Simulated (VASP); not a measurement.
# Na (C2/m) in VASP: single point with PBE

Aim: the single point of Na with PBE.

All numbers are computed with VASP 6.6.1; they aren't measurements. Logs are shortened: lines on timing, memory, paths and dates and some standing lists are left out, and cuts for length are marked.

**1. The cell of the first run**

Symmetry: C2/m, No. 12, monoclinic system. Conventional cell: a = 6.449 Å, b = 3.761 Å, c = 9.471 Å, α = 90.00°, β = 104.84°, γ = 90.00°. Within 4.9 Å of Na (site symmetry 2/m) lie 12 Na at 3.71 to 3.80 Å. Na (site symmetry m) has 12 Na at 3.71 to 3.80 Å within 4.9 Å.

**2. Single point, PBE**

INCAR

```
SYSTEM = Na
PREC = Accurate
ENCUT = 520
EDIFF = 1E-7
ISMEAR = 0
SIGMA = 0.1
LREAL = .FALSE.
LASPH = .TRUE.
NELM = 100
ALGO = Fast
ISIF = 2
LWAVE = .FALSE.
LCHARG = .TRUE.
GGA = PE
LELF = .TRUE.
LVHAR = .TRUE.
NBANDS = 18
```

KPOINTS

```
regular mesh
0
G
  14 14 6
  0 0 0
```

POSCAR

```
Na
1.0
    3.2242159853     -1.8806680220     -0.0401691933
    3.2242159853      1.8806680220     -0.0401691933
   -2.3108805024      0.0000000000      9.1850875574
Na
3
Direct
    0.0000000000      0.0000000000      0.0000000000
    0.2255093075      0.2255093075      0.6666949671
    0.7744906925      0.7744906925      0.3333050329
```

Potentials or basis: VASP PAW PBE potentials, release 64 (Na_pv).

Command:

```bash
$ cat potpaw_PBE.64/Na_pv/POTCAR > POTCAR
$ mpirun -np 1 vasp_std > vasp.out
```

OUTCAR:

```text
SYSTEM = Na
   PREC = Accurate
   ENCUT = 520
   EDIFF = 1E-7
   ISMEAR = 0
   LREAL = .FALSE.
   LASPH = .TRUE.
   NELM = 100
   ISIF = 2
   GGA = PE

 ion  position               nearest neighbor table
   1  0.000  0.000  0.000-
   2  0.226  0.226  0.667-
   3  0.774  0.774  0.333-

  LATTYP: Found a base centered monoclinic cell.
 ALAT       =     6.4489324028
 B/A-ratio  =     0.5832494139
 C/A-ratio  =     1.4686656125
 COS(beta)  =    -0.2560492326

  Lattice vectors:

 A1 = (   3.2242159853,  -1.8806680220,  -0.0401691933)
 A2 = (   3.2242159853,   1.8806680220,  -0.0401691933)
 A3 = (  -2.3108805024,   0.0000000000,   9.1850875574)

Analysis of symmetry for initial positions (statically):
=====================================================================
 Subroutine PRICEL returns:
 Original cell was already a primitive cell.

 Routine SETGRP: Setting up the symmetry group for a
 base centered monoclinic supercell.

 Subroutine GETGRP returns: Found  4 space group operations
 (whereof  4 operations were pure point group operations)
 out of a pool of  4 trial point group operations.

The static configuration has the point symmetry C_2h.

Analysis of symmetry for dynamics (positions and initial velocities):
=====================================================================
 Subroutine PRICEL returns:
 Original cell was already a primitive cell.

 Routine SETGRP: Setting up the symmetry group for a
 base centered monoclinic supercell.

 Subroutine GETGRP returns: Found  4 space group operations
 (whereof  4 operations were pure point group operations)
 out of a pool of  4 trial point group operations.

The dynamic configuration has the point symmetry C_2h.

 Subroutine INISYM returns: Found  4 space group operations
 (whereof  4 operations are pure point group operations),
 and found     1 'primitive' translations

----------------------------------------------------------------------------------------

                                     Primitive cell

  volume of cell :     111.0417

  direct lattice vectors                    reciprocal lattice vectors
     3.224215985 -1.880668022 -0.040169193     0.155564069 -0.265862977  0.039138437
     3.224215985  1.880668022 -0.040169193     0.155564069  0.265862977  0.039138437
    -2.310880502  0.000000000  9.185087557     0.001360658  0.000000000  0.109214454

  length of vectors
     3.732840004  3.732840004  9.471325258     0.310507842  0.310507842  0.109222929

  position of ions in fractional coordinates (direct lattice)
     0.000000000  0.000000000  0.000000000
     0.225509307  0.225509307  0.666694967
     0.774490693  0.774490693  0.333305033

  ion indices of the primitive-cell ions
   primitive index   ion index
                 1           1
                 2           2
                 3           3

----------------------------------------------------------------------------------------

 KPOINTS: regular mesh

Automatic generation of k-mesh.
 Grid dimensions read from file:
 generate k-points for:   14   14    6

 Generating k-lattice:

  Cartesian coordinates                     Fractional coordinates (reciprocal lattice)
     0.011111719 -0.018990213  0.002795603     0.071428571  0.000000000  0.000000000
     0.011111719  0.018990213  0.002795603     0.000000000  0.071428571  0.000000000
     0.000226776  0.000000000  0.018202409     0.000000000  0.000000000  0.166666667

  Length of vectors
     0.022179132  0.022179132  0.018203822

  Shift w.r.t. Gamma in fractional coordinates (k-lattice)
     0.000000000  0.000000000  0.000000000

 Subroutine IBZKPT returns following result:
 ===========================================

 Found    324 irreducible k-points:

 Following reciprocal coordinates:
            Coordinates               Weight
  0.000000  0.000000  0.000000      1.000000
  0.071429  0.000000  0.000000      4.000000
  0.142857  0.000000 -0.000000      4.000000
  0.214286 -0.000000  0.000000      4.000000
  0.285714  0.000000 -0.000000      4.000000
  0.357143 -0.000000 -0.000000      4.000000
[... 16 lines left out ...]
  0.214286  0.142857  0.000000      4.000000
  0.285714  0.142857 -0.000000      4.000000
 [... further k-points ...]
   k-points           NKPTS =    324   k-points in BZ     NKDIM =    324   number of bands    NBANDS=     18
   number of dos      NEDOS =    301   number of ions     NIONS =      3
   total plane-waves  NPLWV =  54880
   dimension x,y,z NGX =    28 NGY =   28 NGZ =   70
   dimension x,y,z NGXF=    56 NGYF=   56 NGZF=  140
   ions per type =               3
   NGX,Y,Z   is equivalent  to a cutoff of  12.47, 12.47, 12.29 a.u.
   NGXF,Y,Z  is equivalent  to a cutoff of  24.94, 24.94, 24.57 a.u.
 SYSTEM =  Na
   PREC   = accura    normal or accurate (medium, high low for compatibility)
   ISTART =      0    job   : 0-new  1-cont  2-samecut
   ICHARG =      2    charge: 1-file 2-atom 10-const
   ISPIN  =      1    spin polarized calculation?
   LNONCOLLINEAR =      F non collinear calculations
   LSORBIT =      F    spin-orbit coupling
   LASPH  =      T    aspherical Exc in radial PAW
   ENCUT  =  520.0 eV  38.22 Ry    6.18 a.u.   6.94  6.94 17.61*2*pi/ulx,y,z
   NELM   =    100;   NELMIN=  2; NELMDL= -5     # of ELM steps
   EDIFF  = 0.1E-06   stopping-criterion for ELM
   LREAL  =      F    real-space projection
   EDIFFG = 0.1E-05   stopping-criterion for IOM
   NSW    =      0    number of steps for IOM
   IBRION =     -1    ionic relax: 0-MD 1-quasi-New 2-CG
   NFREE  =      0    steps in history (QN), initial steepest desc. (CG)
   ISIF   =      2    stress and relaxation
   ISYM   =      2    0-nonsym 1-usesym 2-fastsym
   POTIM  = 0.5000    time-step for ionic-motion
   TEBEG  =    0.0;   TEEND  =   0.0 temperature during run
   PSTRESS=    0.0 pullay stress
   NELECT =      21.0000    total number of electrons
   NUPDOWN=      -1.0000    fix difference up-down
   EMIN   =  10.00;   EMAX   =-10.00  energy-range for DOS
   EFERMI =   0.00;   METHOD = LEGACY
   ISMEAR =     0;   SIGMA  =   0.10  broadening in eV -4-tet -1-fermi 0-gaus
   EFERMI_NEDOS =   21; number of points for ismear=-14 and -15
   IALGO  =     68    algorithm
   IMIX   =      4    mixing-type and parameters
     AMIX     =   0.40;   BMIX     =  1.00
     AMIX_MAG =   1.60;   BMIX_MAG =  1.00
  volume/ion in A,a.u.               =      37.01       249.78
  Fermi-wavevector in a.u.,A,eV,Ry     =   0.939693  1.775762 12.014250  0.883022
  Thomas-Fermi vector in A             =   2.067030
   LORBIT       =      0    0 simple, 1 ext, 2 COOP (PROOUT), +10 PAW based schemes
   GGA     = PE    functional components
   LHFCALC =     F    Hartree Fock is set to
   AEXX    =    0.0000 exact exchange contribution
   IVDW    =     0    specifies the selected vdW correction
   LEPSILON=     F    determine dielectric tensor
   LRPA    =     F    only Hartree local field effects (RPA)
 non-spin polarized calculation
 RMM-DIIS sequential band-by-band and
 Gauss-broadening in eV      SIGMA  =   0.10
  energy-cutoff  :      520.00
  volume of cell :      111.04
 maximum number of plane-waves:      3011
   NGX = 13   NGY = 13   NGZ = 35

 number of electron      20.9999990 magnetization

 Free energy of the ion-electron system (eV)
  ---------------------------------------------------
  ext. energy  EPLUGINS =         0.00000000
  ---------------------------------------------------
  free energy    TOTEN  =        -3.94040844 eV

  energy without entropy =       -3.93441858  energy(sigma->0) =       -3.93741351

 E-fermi :   0.3326     XC(G=0):  -6.5056

 val. band max:        0.3254452141   @ k =  -0.2143   0.1429   0.0000
 cond. band min:       0.3367888372   @ k =   0.5000   0.0714   0.5000
 fundamental gap:      0.0113436231
 Fermi energy:         0.3325982168

 k-point     1 :       0.0000    0.0000    0.0000
  band No.  band energies     occupation
      1     -24.5894      2.00000
      2     -24.5894      2.00000
      3     -24.5674      2.00000
      4     -24.5665      2.00000
      5     -24.5665      2.00000
      6     -24.5657      2.00000
[... 10 lines left out ...]
     17      10.5828      0.00000
     18      10.7245      0.00000

 k-point     2 :       0.0714    0.0000    0.0000
  band No.  band energies     occupation
      1     -24.5902      2.00000
      2     -24.5882      2.00000
      3     -24.5684      2.00000
      4     -24.5676      2.00000
      5     -24.5669      2.00000
      6     -24.5662      2.00000
[... 10 lines left out ...]
     17       9.9033      0.00000
     18      10.2815      0.00000

 k-point     3 :       0.1429    0.0000   -0.0000
  band No.  band energies     occupation
      1     -24.5904      2.00000
      2     -24.5870      2.00000
      3     -24.5715      2.00000
      4     -24.5703      2.00000
      5     -24.5682      2.00000
      6     -24.5678      2.00000
[... 10 lines left out ...]
     17       9.2682      0.00000
     18       9.3723      0.00000

 k-point     4 :       0.2143   -0.0000    0.0000
  band No.  band energies     occupation
      1     -24.5903      2.00000
      2     -24.5867      2.00000
      3     -24.5761      2.00000
      4     -24.5738      2.00000
      5     -24.5728      2.00000
      6     -24.5693      2.00000
[... 375 lines left out ...]
      4     -24.5701      2.00000
      5     -24.5692      2.00000
      6     -24.5681      2.00000
[... 10 lines left out ...]
     17       9.0291      0.00000
     18       9.2980      0.00000

 k-point    23 :       0.2143    0.1429    0.0000
  band No.  band energies     occupation
      1     -24.5920      2.00000
      2     -24.5841      2.00000
      3     -24.5735      2.00000
      4     -24.5727      2.00000
      5     -24.5724      2.00000
      6     -24.5693      2.00000
[... 10 lines left out ...]
     17       7.6198      0.00000
     18       8.6241      0.00000

 k-point    24 :       0.2857    0.1429   -0.0000
  band No.  band energies     occupation
      1     -24.5914      2.00000
      2     -24.5851      2.00000
      3     -24.5780      2.00000
      4     -24.5768      2.00000
      5     -24.5740      2.00000
      6     -24.5703      2.00000
[... 10 lines left out ...]
     17       6.6020      0.00000
     18       7.4852      0.00000

 [... further k-points ...]

------------------------ aborting loop because EDIFF is reached ----------------------------------------

  FORCE on cell =-STRESS in cart. coord.  units (eV):
  Direction    XX          YY          ZZ          XY          YZ          ZX
  --------------------------------------------------------------------------------------
  -------------------------------------------------------------------------------------
  Total        0.0046349      0.0158133      0.0089231      0.0000000      0.0000000      0.0011863
  in kB        0.0668752      0.2281635      0.1287476      0.0000000      0.0000000      0.0171168
  external PRESSURE =       0.1412621 kB  Pullay stress =       0.0000000 kB

 VOLUME and BASIS-vectors are now :
 -----------------------------------------------------------------------------
  energy-cutoff  :      520.00
  volume of cell :      111.04
      direct lattice vectors                 reciprocal lattice vectors
     3.224215985 -1.880668022 -0.040169193     0.155564069 -0.265862977  0.039138437
     3.224215985  1.880668022 -0.040169193     0.155564069  0.265862977  0.039138437
    -2.310880502  0.000000000  9.185087557     0.001360658  0.000000000  0.109214454

 POSITION                                       TOTAL-FORCE (eV/Angst)
 -----------------------------------------------------------------------------------
      0.00000      0.00000      0.00000         0.000000      0.000000     -0.000000
     -0.08647      0.00000      6.10553         0.000807      0.000000     -0.000862
      4.22402      0.00000      2.99921        -0.000807      0.000000      0.000862
 -----------------------------------------------------------------------------------
    total drift:                               -0.000000     -0.000000      0.000000

  FREE ENERGIE OF THE ION-ELECTRON SYSTEM (eV)
  ---------------------------------------------------
  free  energy   TOTEN  =        -3.9404084410 eV

  energy  without entropy=       -3.9344185820  energy(sigma->0) =       -3.93741351
```

It took 6.9 min on 1 thread of Intel Xeon Platinum 8559C (Emerald Rapids), shared host; peak memory 0.54 GiB.

What came out:

| Property | Result |
| --- | --- |
| Free energy | -3.9404 eV |
| Pressure | 0.0 GPa |
| Band gap on the k mesh | zero (an odd number of electrons rules out a gap without spin polarisation) |
